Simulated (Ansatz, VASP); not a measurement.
Two plane-wave programs on Ta2N

INCAR

```
PREC = Accurate
ENCUT = 520
EDIFF = 1E-6
ISMEAR = 0
SIGMA = 0.15
LREAL = F
LASPH = T
NELM = 80
ALGO = Normal
ISIF = 2
LWAVE = F
LCHARG = F
GGA = PS
NBANDS = 20
```

The input KPOINTS:

```
regular mesh
0
Gamma
  15 15 8
```

Contents of POSCAR:

```
Ta2N
1.0
    3.0782595490      0.0000000000      0.0000000000
   -1.5391297745      2.6658509688      0.0000000000
    0.0000000000      0.0000000000      4.6550952842
Ta N
2 1
Direct
    0.6666666667      0.3333333333      0.7463700642
    0.3333333333      0.6666666667      0.2536299358
    0.0000000000      0.0000000000      0.0000000000
```

Input for Ansatz:

```yaml
crystal:
  lattice:
    - [3.078259549, 0.0, 0.0]
    - [-1.5391297745, 2.6658509688, 0.0]
    - [0.0, 0.0, 4.6550952842]
  atoms:
    - { symbol: Ta, position: [0.6666666667, 0.3333333333, 0.7463700642] }
    - { symbol: Ta, position: [0.3333333333, 0.6666666667, 0.2536299358] }
    - { symbol: "N", position: [0.0, 0.0, 0.0] }
basis:
  ecutwfc: 520.0
kpoints:
  mp_grid: { grid: [15, 15, 8] }
hamiltonian:
  xc: pbesol
  pseudopotentials: { kind: paw, azcp: { folder: soft_1 } }
scf:
  occupations: { method: gaussian, width: 0.15 }
output:
  forces: true
  stress: true
  eigenvalues: true
  write_density: true
  write_potential: true
  elf: true
  volumetric_format: npy
```

Change from the starting cell: engineering shear strain xy +0.0000, normal strain along z -0.0350.

Alike in both runs: task single point; functional PBEsol; k mesh 15 × 15 × 8; occupations gaussian, width 0.15 eV; no spin polarisation.

|  | VASP | Ansatz |
| --- | --- | --- |
| version | VASP 6.6.1 | Ansatz 0.2.0 |
| potentials or method | VASP PAW PBE potentials, release 64 (Ta_pv, N), cutoff 520 eV | scalar-relativistic, plane waves, PAW |
| valence electrons in the cell | 27 | 31 |

|  | VASP | Ansatz | Ansatz less VASP |
| --- | --- | --- | --- |
| gap on the k mesh at the Fermi level (eV) | none | none | - |
| pressure (GPa) | 12.6 | 11.9 | -0.73 |
| traceless stress, the component that is largest in VASP (GPa) | 5.91 | 6.02 | +0.103 |
| rms of the force components (eV/Å) | 0.001 | 0.028 | +0.0270 |

VASP's potentials were made for PBE, not for PBEsol, and Ansatz warns of the same on its side. Atom by atom the forces differ by 0.029 eV/Å (rms over components). A gap of «none» marks a metal or a gap that the smearing closes. VASP's potentials hold 27 valence electrons a cell and Ansatz's 31, so a difference there can come from the potentials and not from the codes.

Spin-orbit coupling is off throughout.
